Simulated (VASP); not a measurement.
Write the native input for VASP 6.6.1 that does the following.

| Item | Value |
| --- | --- |
| Task | single point |
| Functional | PBE |
| Potentials or basis | VASP PAW PBE potentials, release 64 (Mo_sv, C, O) |
| Cutoff | 520 eV |
| k mesh | 6 × 6 × 1 |
| Occupations | gaussian, width 0.1 eV |
| Spin | no spin polarisation |
| Dipole correction | yes |
| Further INCAR settings | ALGO = Normal; EDIFF = 1e-07; NBANDS = 57 |

The structure of Mo6CO lies in POSCAR:

```
Mo6CO
1.0
    4.4695765303      0.0000000000      0.0000000000
   -2.2347882651      3.8707668194      0.0000000000
    0.0000000000      0.0000000000     22.2595667262
Mo C O
6 1 1
Direct
    0.6666666667      0.3333333333      0.1796980170
    0.3333333333      0.6666666667      0.2206848206
    0.0000000000      0.0000000000      0.2616716241
    0.6666666667      0.3333333333      0.2990464568
    0.3333333333      0.6666666667      0.3355219825
    0.0000000000      0.0000000000      0.3710569405
    0.1666666667      0.3333333333      0.4537180283
    0.3165077775      0.6330155550      0.4537180283
```

One way to write it, as run:

INCAR

```
ALGO = Normal
DIPOL = 0.5 0.5 0.322
EDIFF = 1E-7
ENCUT = 520
GGA = PE
IDIPOL = 3
ISIF = 2
ISMEAR = 0
LASPH = T
LCHARG = T
LDIPOL = T
LELF = T
LREAL = F
LVACPOTAV = T
LVHAR = T
LWAVE = F
NBANDS = 57
NELM = 80
PREC = Accurate
SIGMA = 0.1
```

KPOINTS

```
k-points
0
Gamma
  6 6 1
```

Potentials or basis: VASP PAW PBE potentials, release 64 (Mo_sv, C, O).

Launch:

```bash
$ cat potpaw_PBE.64/Mo_sv/POTCAR potpaw_PBE.64/C/POTCAR potpaw_PBE.64/O/POTCAR > POTCAR
$ mpirun -np 1 vasp_std > vasp.out
```

Results of the run:

The largest force is 2.950 eV/Å and the band gap on the k mesh is 0.07 eV (least direct gap 0.09 eV).

Wall time 14 min on 1 thread of Intel(R) Xeon(R) Platinum 8259CL CPU @ 2.50GHz (Skylake/Cascade Lake) (shared host), peak memory 0.64 GiB.
